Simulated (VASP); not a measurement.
**GeMo3Pt: single point with PBE**

GeMo3Pt:

```xyz
10
Lattice="6.3011 0.0000 0.0000 -3.1506 5.4570 0.0000 0.0000 0.0000 4.9182" Properties=species:S:1:pos:R:3 pbc="T T T"
Ge    0.0000    0.0000    0.0000
Ge    0.0000    0.0000    2.4591
Mo    0.0000    2.2197    1.2295
Mo    4.3788    1.1098    3.6886
Mo    1.2283    4.3471    1.2295
Mo    3.1506    3.2373    3.6886
Mo   -1.2283    4.3471    1.2295
Mo    1.9223    1.1098    3.6886
Pt    0.0000    3.6380    3.6886
Pt    3.1506    1.8190    1.2295
```

```json
{
 "Program": "VASP 6.6.1",
 "Task": "single point",
 "Functional": "PBE",
 "Potentials or basis": "VASP PAW PBE potentials, release 64 (Ge_d, Mo_sv, Pt)",
 "Cutoff": "520 eV",
 "k mesh": "6 × 6 × 6",
 "Occupations": "gaussian, width 0.1 eV",
 "Spin": "no spin polarisation"
}
```

The pressure is 0.3 GPa and the largest force is 0.037 eV/Å. The band gap on the k mesh is zero (band 66 reaches 10.63 eV, above the bottom of band 67 at 9.32 eV).

Forces in eV/Å, atoms in the order of the input:
```
Ge   0.000  0.000  0.000
Ge   0.000  0.000  0.000
Mo   0.000 -0.037  0.000
Mo   0.032 -0.019  0.000
Mo   0.032  0.019  0.000
Mo   0.000  0.037  0.000
Mo  -0.032  0.019  0.000
Mo  -0.032 -0.019  0.000
Pt   0.000  0.000  0.000
Pt   0.000  0.000  0.000
```

Stress tensor (GPa, compression positive):
```
0.42 0.00 0.00
0.00 0.42 0.00
0.00 0.00 0.17
```

Levels at points of the mesh, in eV from the Fermi level:
```tsv
k point	band 63	band 64	band 65	band 66	band 67	band 68	band 69	band 70
(0.00, 0.00, 0.00)	-0.53	-0.53	0.00	0.03	0.52	0.52	0.79	1.45
(0.50, 0.00, 0.00)	-1.03	-0.96	-0.86	-0.85	-0.43	0.53	1.02	1.05
(0.00, 0.00, 0.50)	-0.42	-0.42	0.61	0.61	0.84	0.84	1.41	1.41
(0.50, 0.00, 0.50)	-1.01	-1.01	-0.13	-0.13	0.32	0.32	0.63	0.63
```

Wall time 7.6 min on 1 thread of Intel(R) Xeon(R) 6975P-C (Granite Rapids), on a shared host, peak memory 0.47 GiB.

Caveat: spin-orbit coupling is left out, which moves the levels of the heavy elements.
